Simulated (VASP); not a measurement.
KI: single point with PBE

Crystal: KI.

```
K I
1.0
     0.00000    3.34607    3.54457
     3.34607    0.00000    3.54457
     3.34607    3.34607    0.00000
K I
1 1
Direct
  0.00000 0.00000 0.00000
  0.50000 0.50000 0.50000
```

This cell differs from its parent crystal: biaxial xy strain -5.6%.

```json
{
  "Program": "VASP 6.6.1",
  "Task": "single point",
  "Functional": "PBE",
  "Potentials or basis": "VASP PAW PBE potentials, release 64 (K_sv, I)",
  "Cutoff": "520 eV",
  "k mesh": "6 × 6 × 6",
  "Occupations": "fermi-dirac, width 0.02 eV",
  "Spin": "no spin polarisation"
}
```

| Property | Result |
| --- | --- |
| Pressure | 2.6 GPa |
| Band gap on the k mesh | 4.20 eV, direct |

Stress tensor (GPa, compression positive):
```
3.37 0.00 0.00
0.00 3.37 0.00
0.00 0.00 1.01
```

Levels at points of the mesh, in eV from the valence-band top:
```tsv
k point	band 5	band 6	band 7	band 8	band 9	band 10	band 11	band 12
(0.00, 0.00, 0.00)	-10.70	-0.04	0.00	0.00	4.20	6.17	6.55	6.55
(0.50, 0.00, 0.00)	-10.23	-1.60	-0.47	-0.44	5.60	7.96	8.14	8.59
(0.50, 0.50, 0.00)	-10.52	-1.24	-0.37	-0.37	4.75	6.03	8.08	9.04
(0.50, 0.00, 0.50)	-10.50	-1.15	-0.51	-0.45	4.71	6.00	8.22	9.08
```

Run time: 16 s on 1 thread of Intel(R) Xeon(R) 6975P-C (Granite Rapids), with other jobs on the host, peak memory 0.21 GiB.

Caveat: the cell differs from its parent crystal (biaxial xy strain -5.6%); spin-orbit coupling is left out, which moves the levels of the heavy elements.
